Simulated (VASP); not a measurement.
Set up this calculation in VASP 6.6.1, as the native input.

* Task: single point
* Functional: PBE
* Potentials or basis: VASP PAW PBE potentials, release 64 (Sn_d, Te)
* Cutoff: 520 eV
* k mesh: 10 × 10 × 10
* Occupations: fermi-dirac, width 0.05 eV
* Spin: no spin polarisation
* Dipole correction: no
* Further INCAR settings: ALGO = Normal; EDIFF = 1e-06; NBANDS = 20

The structure of SnTe2 (fluorite type) lies in POSCAR:

```
SnTe2
1.0
    0.0000000000      3.7222602871      3.7222602871
    3.7222602871      0.0000000000      3.7222602871
    3.7222602871      3.7222602871      0.0000000000
Sn Te
1 2
Direct
    0.0000000000      0.0000000000      0.0000000000
    0.2500000000      0.2500000000      0.2500000000
    0.7500000000      0.7500000000      0.7500000000
```

These files were run (other wordings do the same):

INCAR

```
SYSTEM = SnTe2
  ALGO = Normal
  EDIFF = 1E-6
  ENCUT = 520
  GGA = PE
  ISIF = 2
  ISMEAR = -1
  LASPH = .TRUE.
  LCHARG = .TRUE.
  LELF = .TRUE.
  LREAL = .FALSE.
  LVHAR = .TRUE.
  LWAVE = .FALSE.
  NBANDS = 20
  NELM = 60
  PREC = Accurate
  SIGMA = 0.05
```

KPOINTS

```
k-points
0
G
  10 10 10
  0 0 0
```

Potentials or basis: VASP PAW PBE potentials, release 64 (Sn_d, Te).

Run with:

```bash
$ cat potpaw_PBE.64/Sn_d/POTCAR potpaw_PBE.64/Te/POTCAR > POTCAR
$ mpirun -np 1 vasp_std > vasp.out
```

It gave:

```yaml
Pressure: 0.0 GPa
Band_gap_on_the_k_mesh: zero (band 13 reaches 5.99 eV, above the bottom of band 14 at 3.99 eV)
```

Caveat: spin-orbit coupling is left out, which moves the levels of the heavy elements.

Run time: 84 s on 1 thread of Intel Xeon 8259CL, with other jobs on the host, peak memory 0.29 GiB.
